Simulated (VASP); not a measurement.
Crystal: SiO2.

```xyz
12
Lattice="4.9790 0.0000 0.0000 0.0000 4.9790 0.0000 0.0000 0.0000 6.9500" Properties=species:S:1:pos:R:3 pbc="T T T"
Si    1.5156    1.5156    0.0000
Si    0.9739    4.0051    1.7375
Si    3.4634    3.4634    3.4750
Si    4.0051    0.9739    5.2125
O     1.1805    0.5718    1.2806
O     1.9177    3.6700    3.0181
O     3.7985    4.4072    4.7556
O     3.0613    1.3090    6.4931
O     3.6700    1.9177    3.9319
O     4.4072    3.7985    2.1944
O     1.3090    3.0613    0.4569
O     0.5718    1.1805    5.6694
```

Base run:

| Property | Result |
| --- | --- |
| Program | VASP 6.6.1 |
| Functional | r2SCAN |
| Potentials or basis | VASP PAW PBE potentials, release 64 (Si, O) |
| Cutoff | 520 eV |
| k mesh | 5 × 5 × 4 |
| Occupations | fermi-dirac, width 0.02 eV |
| Spin | no spin polarisation |

Its results: band gap on the k mesh 6.25 eV; pressure -3.4 GPa; largest force 0.291 eV/Å.

**Question.** The run is repeated on the same cell with these changes: functional from r2SCAN to PBE. What comes out?

**Answer.** Band gap on the k mesh 5.61 eV; pressure 1.2 GPa; largest force 0.020 eV/Å.

Caveats: the cell stands under tension (at least some runs); the PAW data sets were made with another functional, which shifts forces and pressure a little (at least some runs).

A k mesh can miss the band edges.
